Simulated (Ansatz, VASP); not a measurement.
# V: VASP beside Ansatz

The input INCAR:

```
ALGO = Normal
EDIFF = 1E-8
ENCUT = 520
GGA = PE
ISIF = 2
ISMEAR = -1
ISPIN = 2
LASPH = True
LCHARG = False
LEFG = True
LMAXMIX = 4
LORBIT = 11
LREAL = False
LWAVE = False
MAGMOM = 1.5 1.5
NBANDS = 24
NELM = 150
PREC = Accurate
SIGMA = 0.08
```

File KPOINTS:

```
k-points
0
Gamma
  10 10 10
```

File POSCAR:

```
V
1.0
   -0.0273347724      2.7198098573      2.7198098573
    2.7198098573     -0.0273347724      2.7198098573
    2.7198098573      2.7198098573     -0.0273347724
V
2
Direct
    0.0000000000      0.0000000000      0.0000000000
    0.2500000000      0.2500000000      0.2500000000
```

Input for Ansatz:

```yaml
crystal:
  lattice:
    - [-0.0273347724, 2.7198098573, 2.7198098573]
    - [2.7198098573, -0.0273347724, 2.7198098573]
    - [2.7198098573, 2.7198098573, -0.0273347724]
  atoms:
    - { symbol: V, position: [0.0, 0.0, 0.0], spin: 1.5 }
    - { symbol: V, position: [0.25, 0.25, 0.25], spin: 1.5 }
magnetization:
  spin_polarized: true
kpoints:
  mp_grid: { grid: [10, 10, 10] }
scf:
  occupations: { method: fermi_dirac, width: 0.08 }
hamiltonian:
  xc: pbe
  pseudopotentials: { kind: all_electron, datasets: crystal }
output:
  forces: true
  stress: true
  eigenvalues: true
  efg: { contact_densities: true }
```

Change from the starting cell: equal xy, yz and zx shear strains of -1 %, crystal datasets.

Alike in both runs: task electric field gradients; functional PBE; k mesh 10 × 10 × 10; occupations fermi-dirac, width 0.08 eV; collinear spin.

|  | VASP | Ansatz |
| --- | --- | --- |
| version | VASP 6.6.1 | Ansatz 0.2.0 |
| potentials or method | VASP PAW PBE potentials, release 64 (V_sv), cutoff 520 eV | all-electron PAW with datasets made for the crystal, scalar-relativistic |

VASP gave:

| Quantity | Value |
| --- | --- |
| pressure (GPa) | 0.3 |
| rms of the force components (eV/Å) | 0.109 |
| net moment per atom (μB) | 1.87 |
| size of the moment on the site where the two differ most (μB) | 1.70 |
| size of Vzz on the site where it differs most (V/Å²) | 1.0 |

Problem. What did Ansatz give for the same quantities?

Solution. Pressure (GPa): 0.0; rms of the force components (eV/Å): 0.105; net moment per atom (μB): 1.87; size of the moment on the site where the two differ most (μB): 1.42; size of Vzz on the site where it differs most (V/Å²): 1.0.

Site moments also hang on the region over which each program counts them. Atom by atom the forces differ by 0.004 eV/Å (rms over components). Ansatz ran all-electron here, and VASP with PAW potentials.
